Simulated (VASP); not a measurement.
# Al2O3 (dlda) (R-3c) in VASP: a series of runs, part 2 of 2

VASP 6.6.1. The steps go on from the part before.

## (3) Single point, LDA

This run uses another cell than the first one, of 8.49 Å³/atom, 1.020 times its volume.

Input file INCAR:

```
SYSTEM = Al2O3
ALGO = Normal
EDIFF = 1E-6
ENCUT = 520
ISIF = 2
ISMEAR = 0
LASPH = .True.
LCHARG = .True.
LELF = .True.
LREAL = .False.
LVHAR = .True.
LWAVE = .False.
NBANDS = 35
NELM = 100
PREC = Accurate
SIGMA = 0.1
```

Input file KPOINTS:

```
k-points
0
Gamma
  6 6 6
  0 0 0
```

Input file POSCAR:

```
Al2O3
1.0
    2.3790760000      1.3735601700      4.3299000000
   -2.3790760000      1.3735601700      4.3299000000
    0.0000000000     -2.7471203400      4.3299000000
Al O
4 6
Direct
    0.3522900000      0.3522900000      0.3522900000
    0.1477100000      0.1477100000      0.1477100000
    0.6477100000      0.6477100000      0.6477100000
    0.8522900000      0.8522900000      0.8522900000
    0.5562100000      0.9437900000      0.2500000000
    0.2500000000      0.5562100000      0.9437900000
    0.9437900000      0.2500000000      0.5562100000
    0.4437900000      0.0562100000      0.7500000000
    0.7500000000      0.4437900000      0.0562100000
    0.0562100000      0.7500000000      0.4437900000
```

Potentials or basis: VASP PAW LDA potentials, release 64 (Al, O).

Launch:

```
$ cat potpaw_LDA.64/Al/POTCAR potpaw_LDA.64/O/POTCAR > POTCAR
$ mpirun -np 1 vasp_std > vasp.out
```

OUTCAR:

```text
SYSTEM = Al2O3
   EDIFF = 1E-6
   ENCUT = 520
   ISIF = 2
   ISMEAR = 0
   LASPH = .True.
   LREAL = .False.
   NELM = 100
   PREC = Accurate

 ion  position               nearest neighbor table
   1  0.352  0.352  0.352-  10 1.85   8 1.85   9 1.85   5 1.97   6 1.97   7 1.97   2 2.66   3 2.79
                             3 2.79   3 2.79   2 3.22   2 3.22   2 3.22
   2  0.148  0.148  0.148-   9 1.85   8 1.85  10 1.85   5 1.97   7 1.97   6 1.97   1 2.66   4 2.79
                             4 2.79   4 2.79   1 3.22   1 3.22   1 3.22
   3  0.648  0.648  0.648-   7 1.85   5 1.85   6 1.85   8 1.97   9 1.97  10 1.97   4 2.66   1 2.79
                             1 2.79   1 2.79   4 3.22   4 3.22   4 3.22
   4  0.852  0.852  0.852-   6 1.85   5 1.85   7 1.85   8 1.97  10 1.97   9 1.97   3 2.66   2 2.79
                             2 2.79   2 2.79   3 3.22   3 3.22   3 3.22
   5  0.556  0.944  0.250-   3 1.85   4 1.85   1 1.97   2 1.97
   6  0.250  0.556  0.944-   4 1.85   3 1.85   1 1.97   2 1.97
   7  0.944  0.250  0.556-   3 1.85   4 1.85   2 1.97   1 1.97
   8  0.444  0.056  0.750-   1 1.85   2 1.85   3 1.97   4 1.97
   9  0.750  0.444  0.056-   2 1.85   1 1.85   3 1.97   4 1.97
  10  0.056  0.750  0.444-   1 1.85   2 1.85   4 1.97   3 1.97

  LATTYP: Found a trigonal (rhomboedric) cell.
 ALAT       =     5.1278362069
 COS(alpha) =     0.5694948623

  Lattice vectors:

 A1 = (   2.3790760000,   1.3735601700,   4.3299000000)
 A2 = (  -2.3790760000,   1.3735601700,   4.3299000000)
 A3 = (   0.0000000000,  -2.7471203400,   4.3299000000)

Analysis of symmetry for initial positions (statically):
=====================================================================
 Subroutine PRICEL returns:
 Original cell was already a primitive cell.

 Routine SETGRP: Setting up the symmetry group for a
 trigonal (rhombohedral) supercell.

 Subroutine GETGRP returns: Found 12 space group operations
 (whereof  6 operations were pure point group operations)
 out of a pool of 12 trial point group operations.

The static configuration has the point symmetry S_6 .
 The point group associated with its full space group is D_3d.

Analysis of symmetry for dynamics (positions and initial velocities):
[... 159 lines left out ...]
 non-spin polarized calculation
 Gauss-broadening in eV      SIGMA  =   0.10
  energy-cutoff  :      520.00
  volume of cell :       84.90
 maximum number of plane-waves:      2305
 NGX is ok and might be reduce to    40
   NGX = 19   NGY = 19   NGZ = 19

 number of electron      48.0000014 magnetization

 Free energy of the ion-electron system (eV)
  ---------------------------------------------------
  ext. energy  EPLUGINS =         0.00000000
  ---------------------------------------------------
  free energy    TOTEN  =       -83.08741844 eV

  energy without entropy =      -83.08741844  energy(sigma->0) =      -83.08741844

 E-fermi :   6.3517     XC(G=0): -12.1719

 val. band max:        5.8401739746   @ k =   0.0000   0.0000   0.0000
 cond. band min:      12.0285382616   @ k =   0.0000   0.0000   0.0000
 fundamental gap:      6.1883642870
 Fermi energy:         6.3517165732

 k-point     1 :       0.0000    0.0000    0.0000
  band No.  band energies     occupation
      1     -13.1871      2.00000
      2     -10.7527      2.00000
      3     -10.4547      2.00000
      4     -10.4547      2.00000
      5     -10.1253      2.00000
      6     -10.1253      2.00000
[... 901 lines left out ...]
     34      19.0106      0.00000
     35      19.1711      0.00000

 [... further k-points ...]

------------------------ aborting loop because EDIFF is reached ----------------------------------------

  FORCE on cell =-STRESS in cart. coord.  units (eV):
  Direction    XX          YY          ZZ          XY          YZ          ZX
  --------------------------------------------------------------------------------------
  -------------------------------------------------------------------------------------
  Total       -2.0960609     -2.0960609     -2.4545853      0.0000000     -0.0000000      0.0000000
  in kB      -39.5575472    -39.5575473    -46.3237370      0.0000000     -0.0000000      0.0000000
  external PRESSURE =     -41.8129438 kB  Pullay stress =       0.0000000 kB

 VOLUME and BASIS-vectors are now :
 -----------------------------------------------------------------------------
  energy-cutoff  :      520.00
  volume of cell :       84.90
      direct lattice vectors                 reciprocal lattice vectors
     2.379076000  1.373560170  4.329900000     0.210165627  0.121339181  0.076984072
    -2.379076000  1.373560170  4.329900000    -0.210165627  0.121339181  0.076984072
     0.000000000 -2.747120340  4.329900000     0.000000000 -0.242678363  0.076984072

 POSITION                                       TOTAL-FORCE (eV/Angst)
 -----------------------------------------------------------------------------------
      0.00000      0.00000      4.57614        -0.000000      0.000000     -0.080217
      0.00000      0.00000      1.91871        -0.000000      0.000000      0.080217
      0.00000      0.00000      8.41356        -0.000000     -0.000000      0.080217
      0.00000      0.00000     11.07099        -0.000000      0.000000     -0.080217
     -0.92208      1.37356      7.57733        -0.075482     -0.000000     -0.000000
     -0.72850     -1.48533      7.57733         0.037741     -0.065369      0.000000
      1.65058      0.11177      7.57733         0.037741      0.065369      0.000000
      0.92208     -1.37356      5.41238         0.075482      0.000000      0.000000
      0.72850      1.48533      5.41238        -0.037741      0.065369      0.000000
     -1.65058     -0.11177      5.41238        -0.037741     -0.065369      0.000000
 -----------------------------------------------------------------------------------
    total drift:                               -0.000000     -0.000000     -0.000000

  FREE ENERGIE OF THE ION-ELECTRON SYSTEM (eV)
  ---------------------------------------------------
  free  energy   TOTEN  =       -83.0874184435 eV

  energy  without entropy=      -83.0874184435  energy(sigma->0) =      -83.08741844
```

OSZICAR:

```text
N       E                     dE             d eps       ncg     rms          rms(c)
DAV:   1     0.211154004886E+03    0.21115E+03   -0.25335E+04  2240   0.131E+03
DAV:   2    -0.795464562692E+02   -0.29070E+03   -0.28142E+03  2867   0.284E+02
DAV:   3    -0.914025776858E+02   -0.11856E+02   -0.11820E+02  2917   0.581E+01
DAV:   4    -0.914857505862E+02   -0.83173E-01   -0.83126E-01  2744   0.564E+00
DAV:   5    -0.914865374958E+02   -0.78691E-03   -0.78676E-03  2861   0.544E-01    0.175E+01
DAV:   6    -0.832767518961E+02    0.82098E+01   -0.28694E+01  2727   0.283E+01    0.627E+00
DAV:   7    -0.831748986310E+02    0.10185E+00   -0.85228E-01  2688   0.455E+00    0.320E+00
DAV:   8    -0.830945121214E+02    0.80387E-01   -0.80356E-02  2829   0.207E+00    0.739E-01
DAV:   9    -0.830873674902E+02    0.71446E-02   -0.13389E-02  2928   0.601E-01    0.268E-01
DAV:  10    -0.830874391370E+02   -0.71647E-04   -0.49931E-04  2623   0.135E-01    0.635E-02
DAV:  11    -0.830874182043E+02    0.20933E-04   -0.13124E-04  2768   0.665E-02    0.250E-02
DAV:  12    -0.830874184435E+02   -0.23926E-06   -0.37780E-06  2767   0.128E-02
   1 F= -.83087418E+02 E0= -.83087418E+02  d E =-.134111E-14
```

stdout:

```text
POSCAR found type information on POSCAR AlO
 POSCAR found :  2 types and      10 ions
 scaLAPACK will be used
 LDA part: xc-table for (Slater(with rela. corr.)+CA(PZ))
 , standard interpolation
 POSCAR, INCAR and KPOINTS ok, starting setup
 FFT: planning ... GRIDC
 FFT: planning ... GRID_SOFT
 FFT: planning ... GRID
 WAVECAR not read
 entering main loop
```

It took 59 s on 1 thread of Intel Xeon 6975P-C (Granite Rapids), shared host; peak memory 0.22 GiB.

Results:

- Free energy: -83.0874 eV
- Pressure: -4.2 GPa
- Largest force: 0.080 eV/Å
- Band gap on the k mesh: 6.19 eV, direct

Forces in eV/Å, atoms in the order of the input:
```
Al   0.000  0.000 -0.080
Al   0.000  0.000  0.080
Al   0.000  0.000  0.080
Al   0.000  0.000 -0.080
O   -0.075  0.000  0.000
O    0.038 -0.065  0.000
O    0.038  0.065  0.000
O    0.075  0.000  0.000
O   -0.038  0.065  0.000
O   -0.038 -0.065  0.000
```

Levels at points of the mesh, in eV from the valence-band top:
```
           k point  band 22  band 23  band 24  band 25  band 26  band 27
(0.00, 0.00, 0.00)    -0.03    -0.03     0.00     6.19     8.97    10.52
(0.50, 0.00, 0.00)    -0.92    -0.27    -0.27     9.31     9.31     9.50
(0.50, 0.50, 0.00)    -0.92    -0.74    -0.25     9.38     9.62     9.78
(0.50, 0.50, 0.50)    -0.38    -0.38    -0.38     8.57     8.57    10.81
```

A k mesh can miss the band edges.

## (4) Comparison with measurements

Step 2. A measured gap of Al2O3 is 8.7 eV (optical; quoted in “Multi-petahertz electron interference in Cr:Al2O3 solid-state material”, 2018, pmc:5906618); the calculated 6.45 eV misses it by -2.25 eV. The value is that of LDA on a finite k mesh, which can miss the band edges, without temperature or zero-point motion. Semilocal functionals fall short of measured gaps as a rule.
